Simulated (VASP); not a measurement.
# Pd (I4_1/amd) in VASP: single point with PBE

Aim: the single point of Pd with PBE.

All numbers are computed with VASP 6.6.1; they aren't measurements. Logs are shortened: lines on timing, memory, paths and dates and some standing lists are left out, and cuts for length are marked.

### Step 1. The cell of the first run

The structure is tetragonal, space group I4_1/amd (No. 141). Conventional cell: a = 4.342 Å, b = 4.342 Å, c = 2.331 Å, α = 90.00°, β = 90.00°, γ = 90.00°. Pd (site symmetry -4m2) has 10 Pd at 2.25 to 2.79 Å within 3.0 Å.

### Step 2. Single point, PBE

File INCAR:

```
SYSTEM = Pd
PREC = Accurate
ENCUT = 630
EDIFF = 1E-6
ISMEAR = -1
SIGMA = 0.05
LREAL = .False.
LASPH = .True.
NELM = 120
ALGO = Normal
ISIF = 2
LWAVE = .False.
LCHARG = .False.
GGA = PE
NBANDS = 25
GGA_COMPAT = .False.
```

File KPOINTS:

```
Automatic mesh
0
Gamma
  16 16 16
  0 0 0
```

File POSCAR:

```
Pd
1.0
   -2.1708082487      2.1708082487      1.1656364151
    2.1708082487     -2.1708082487      1.1656364151
    2.1708082487      2.1708082487     -1.1656364151
Pd
2
Direct
   -0.3750000000     -0.1250000000     -0.2500000000
    0.3750000000      0.1250000000      0.2500000000
```

Potentials or basis: VASP PAW PBE potentials, release 64 (Pd_sv_GW).

The run is started by

```
$ cat potpaw_PBE.64/Pd_sv_GW/POTCAR > POTCAR
$ mpirun -np 1 vasp_std > vasp.out
```

OUTCAR:

```text
SYSTEM = Pd
   PREC = Accurate
   ENCUT = 630
   EDIFF = 1E-6
   ISMEAR = -1
   LREAL = .False.
   LASPH = .True.
   NELM = 120
   ISIF = 2
   GGA = PE

 ion  position               nearest neighbor table
   1  0.625  0.875  0.750-   2 2.25   2 2.25   2 2.25   2 2.25
   2  0.375  0.125  0.250-   1 2.25   1 2.25   1 2.25   1 2.25

  LATTYP: Found a body centered tetragonal cell.
 ALAT       =     4.3416164974
 C/A-ratio  =     0.5369596397

  Lattice vectors:

 A1 = (  -2.1708082487,   2.1708082487,   1.1656364151)
 A2 = (   2.1708082487,  -2.1708082487,   1.1656364151)
 A3 = (   2.1708082487,   2.1708082487,  -1.1656364151)

Analysis of symmetry for initial positions (statically):
=====================================================================
 Subroutine PRICEL returns:
 Original cell was already a primitive cell.

 Routine SETGRP: Setting up the symmetry group for a
 body centered tetragonal supercell.

 Subroutine GETGRP returns: Found 16 space group operations
 (whereof  4 operations were pure point group operations)
 out of a pool of 16 trial point group operations.

The static configuration has the point symmetry C_2h.
 The point group associated with its full space group is D_4h.

Analysis of symmetry for dynamics (positions and initial velocities):
=====================================================================
 Subroutine PRICEL returns:
 Original cell was already a primitive cell.

 Routine SETGRP: Setting up the symmetry group for a
 body centered tetragonal supercell.

 Subroutine GETGRP returns: Found 16 space group operations
 (whereof  4 operations were pure point group operations)
 out of a pool of 16 trial point group operations.

The dynamic configuration has the point symmetry C_2h.
 The point group associated with its full space group is D_4h.

 Subroutine INISYM returns: Found 16 space group operations
 (whereof  4 operations are pure point group operations),
 and found     1 'primitive' translations

----------------------------------------------------------------------------------------

                                     Primitive cell

  volume of cell :      21.9718

  direct lattice vectors                    reciprocal lattice vectors
    -2.170808249  2.170808249  1.165636415     0.000000000  0.230328957  0.428950223
     2.170808249 -2.170808249  1.165636415     0.230328957  0.000000000  0.428950223
     2.170808249  2.170808249 -1.165636415     0.230328957  0.230328957  0.000000000

  length of vectors
     3.283827821  3.283827821  3.283827821     0.486877523  0.486877523  0.325734335

  position of ions in fractional coordinates (direct lattice)
     0.625000000  0.875000000  0.750000000
     0.375000000  0.125000000  0.250000000

  ion indices of the primitive-cell ions
   primitive index   ion index
                 1           1
                 2           2

----------------------------------------------------------------------------------------

 KPOINTS: Automatic mesh

Automatic generation of k-mesh.
 Grid dimensions read from file:
 generate k-points for:   16   16   16

 Generating k-lattice:

  Cartesian coordinates                     Fractional coordinates (reciprocal lattice)
     0.000000000  0.014395560  0.026809389     0.062500000  0.000000000 -0.000000000
     0.014395560  0.000000000  0.026809389     0.000000000  0.062500000 -0.000000000
     0.014395560  0.014395560  0.000000000     0.000000000  0.000000000  0.062500000

  Length of vectors
     0.030429845  0.030429845  0.020358396

  Shift w.r.t. Gamma in fractional coordinates (k-lattice)
     0.000000000  0.000000000  0.000000000

 Subroutine IBZKPT returns following result:
 ===========================================

 Found    349 irreducible k-points:

 Following reciprocal coordinates:
            Coordinates               Weight
  0.000000  0.000000  0.000000      1.000000
  0.062500  0.000000 -0.000000      8.000000
  0.125000  0.000000 -0.000000      8.000000
  0.187500  0.000000 -0.000000      8.000000
  0.250000  0.000000 -0.000000      8.000000
  0.312500  0.000000 -0.000000      8.000000
[... 16 lines left out ...]
 -0.125000  0.062500  0.000000     16.000000
 -0.062500  0.062500  0.000000      4.000000
 [... further k-points ...]
   k-points           NKPTS =    349   k-points in BZ     NKDIM =    349   number of bands    NBANDS=     25
   number of dos      NEDOS =    301   number of ions     NIONS =      2
   total plane-waves  NPLWV =  21952
   dimension x,y,z NGX =    28 NGY =   28 NGZ =   28
   dimension x,y,z NGXF=    56 NGYF=   56 NGZF=   56
   ions per type =               2
   NGX,Y,Z   is equivalent  to a cutoff of  14.18, 14.18, 14.18 a.u.
   NGXF,Y,Z  is equivalent  to a cutoff of  28.35, 28.35, 28.35 a.u.
 SYSTEM =  Pd
   PREC   = accura    normal or accurate (medium, high low for compatibility)
   ISTART =      0    job   : 0-new  1-cont  2-samecut
   ICHARG =      2    charge: 1-file 2-atom 10-const
   ISPIN  =      1    spin polarized calculation?
   LNONCOLLINEAR =      F non collinear calculations
   LSORBIT =      F    spin-orbit coupling
   LASPH  =      T    aspherical Exc in radial PAW
   ENCUT  =  630.0 eV  46.30 Ry    6.80 a.u.   6.72  6.72  6.72*2*pi/ulx,y,z
   NELM   =    120;   NELMIN=  2; NELMDL= -5     # of ELM steps
   EDIFF  = 0.1E-05   stopping-criterion for ELM
   LREAL  =      F    real-space projection
   EDIFFG = 0.1E-04   stopping-criterion for IOM
   NSW    =      0    number of steps for IOM
   IBRION =     -1    ionic relax: 0-MD 1-quasi-New 2-CG
   NFREE  =      0    steps in history (QN), initial steepest desc. (CG)
   ISIF   =      2    stress and relaxation
   ISYM   =      2    0-nonsym 1-usesym 2-fastsym
   POTIM  = 0.5000    time-step for ionic-motion
   TEBEG  =    0.0;   TEEND  =   0.0 temperature during run
   PSTRESS=    0.0 pullay stress
   NELECT =      36.0000    total number of electrons
   NUPDOWN=      -1.0000    fix difference up-down
   EMIN   =  10.00;   EMAX   =-10.00  energy-range for DOS
   EFERMI =   0.00;   METHOD = LEGACY
   ISMEAR =    -1;   SIGMA  =   0.05  broadening in eV -4-tet -1-fermi 0-gaus
   EFERMI_NEDOS =   21; number of points for ismear=-14 and -15
   IALGO  =     38    algorithm
   IMIX   =      4    mixing-type and parameters
     AMIX     =   0.40;   BMIX     =  1.00
     AMIX_MAG =   1.60;   BMIX_MAG =  1.00
  volume/ion in A,a.u.               =      10.99        74.14
  Fermi-wavevector in a.u.,A,eV,Ry     =   1.929984  3.647140 50.679489  3.724837
  Thomas-Fermi vector in A             =   2.962311
   LORBIT       =      0    0 simple, 1 ext, 2 COOP (PROOUT), +10 PAW based schemes
   GGA     = PE    functional components
   LHFCALC =     F    Hartree Fock is set to
   AEXX    =    0.0000 exact exchange contribution
   IVDW    =     0    specifies the selected vdW correction
   LEPSILON=     F    determine dielectric tensor
   LRPA    =     F    only Hartree local field effects (RPA)
 non-spin polarized calculation
  energy-cutoff  :      630.00
  volume of cell :       21.97
 maximum number of plane-waves:       802
   NGX = 13   NGY = 13   NGZ = 13

 number of electron      35.9999992 magnetization

 Free energy of the ion-electron system (eV)
  ---------------------------------------------------
  ext. energy  EPLUGINS =         0.00000000
  ---------------------------------------------------
  free energy    TOTEN  =        -2.46472946 eV

  energy without entropy =       -2.45264922  energy(sigma->0) =       -2.45868934

 E-fermi :  14.1484     XC(G=0): -15.4364

 val. band max:       14.1461384774   @ k =  -0.1875   0.3125   0.0625
 cond. band min:      14.1490674908   @ k =   0.3125   0.2500   0.1250
 fundamental gap:      0.0029290134
 Fermi energy:        14.1484462019

 k-point     1 :       0.0000    0.0000    0.0000
  band No.  band energies     occupation
      1     -71.6366      2.00000
      2     -71.1598      2.00000
      3     -37.8855      2.00000
      4     -37.8855      2.00000
      5     -36.6066      2.00000
      6     -36.5891      2.00000
[... 17 lines left out ...]
     24      33.3416      0.00000
     25      34.4537      0.00000

 k-point     2 :       0.0625    0.0000   -0.0000
  band No.  band energies     occupation
      1     -71.6270      2.00000
      2     -71.1581      2.00000
      3     -37.8812      2.00000
      4     -37.8660      2.00000
      5     -36.6594      2.00000
      6     -36.6368      2.00000
[... 17 lines left out ...]
     24      33.6733      0.00000
     25      34.4225      0.00000

 k-point     3 :       0.1250    0.0000   -0.0000
  band No.  band energies     occupation
      1     -71.5994      2.00000
      2     -71.1537      2.00000
      3     -37.8689      2.00000
      4     -37.8107      2.00000
      5     -36.7967      2.00000
      6     -36.7674      2.00000
[... 17 lines left out ...]
     24      34.3602      0.00000
     25      34.5710      0.00000

 k-point     4 :       0.1875    0.0000   -0.0000
  band No.  band energies     occupation
      1     -71.5571      2.00000
      2     -71.1478      2.00000
      3     -37.8503      2.00000
      4     -37.7313      2.00000
      5     -36.9989      2.00000
      6     -36.9462      2.00000
[... 17 lines left out ...]
     24      33.9404      0.00000
     25      34.9761      0.00000
[... 477 lines left out ...]
 k-point    22 :      -0.1875    0.0625    0.0000
  band No.  band energies     occupation
      1     -71.5865      2.00000
      2     -71.1666      2.00000
      3     -37.8667      2.00000
      4     -37.7525      2.00000
      5     -36.8384      2.00000
      6     -36.7622      2.00000
[... 17 lines left out ...]
     24      34.4593      0.00000
     25      34.5808      0.00000

 k-point    23 :      -0.1250    0.0625    0.0000
  band No.  band energies     occupation
      1     -71.6180      2.00000
      2     -71.1671      2.00000
      3     -37.8750      2.00000
      4     -37.8297      2.00000
      5     -36.6987      2.00000
      6     -36.6351      2.00000
[... 17 lines left out ...]
     24      33.6176      0.00000
     25      34.6223      0.00000

 k-point    24 :      -0.0625    0.0625    0.0000
  band No.  band energies     occupation
      1     -71.6320      2.00000
      2     -71.1643      2.00000
      3     -37.8747      2.00000
      4     -37.8747      2.00000
      5     -36.6327      2.00000
      6     -36.5878      2.00000
[... 17 lines left out ...]
     24      33.2510      0.00000
     25      34.5531      0.00000

 [... further k-points ...]

------------------------ aborting loop because EDIFF is reached ----------------------------------------

  FORCE on cell =-STRESS in cart. coord.  units (eV):
  Direction    XX          YY          ZZ          XY          YZ          ZX
  --------------------------------------------------------------------------------------
  -------------------------------------------------------------------------------------
  Total       25.2339019     25.2339019     25.2146432      0.0000000     -0.0000000      0.0000000
  in kB     1840.0472185   1840.0472185   1838.6428852      0.0000000     -0.0000000      0.0000000
  external PRESSURE =    1839.5791074 kB  Pullay stress =       0.0000000 kB

 VOLUME and BASIS-vectors are now :
 -----------------------------------------------------------------------------
  energy-cutoff  :      630.00
  volume of cell :       21.97
      direct lattice vectors                 reciprocal lattice vectors
    -2.170808249  2.170808249  1.165636415     0.000000000  0.230328957  0.428950223
     2.170808249 -2.170808249  1.165636415     0.230328957  0.000000000  0.428950223
     2.170808249  2.170808249 -1.165636415     0.230328957  0.230328957  0.000000000

 POSITION                                       TOTAL-FORCE (eV/Angst)
 -----------------------------------------------------------------------------------
      2.17081      1.08540      0.87423        -0.000000      0.000000      0.000000
      0.00000      1.08540      0.29141         0.000000     -0.000000     -0.000000
 -----------------------------------------------------------------------------------
    total drift:                               -0.000000      0.000000     -0.000000

  FREE ENERGIE OF THE ION-ELECTRON SYSTEM (eV)
  ---------------------------------------------------
  free  energy   TOTEN  =        -2.4647294621 eV

  energy  without entropy=       -2.4526492212  energy(sigma->0) =       -2.45868934
```

It took 2.3 min on 1 thread of Intel Xeon 6975P-C (Granite Rapids), shared host; peak memory 0.37 GiB.

Results:

```
Free energy            : -2.4647 eV
Pressure               : 184.0 GPa
Band gap on the k mesh : zero (bands 18 and 19 overlap by 2.36 eV)
```

Caveat: the cell stands under pressure.
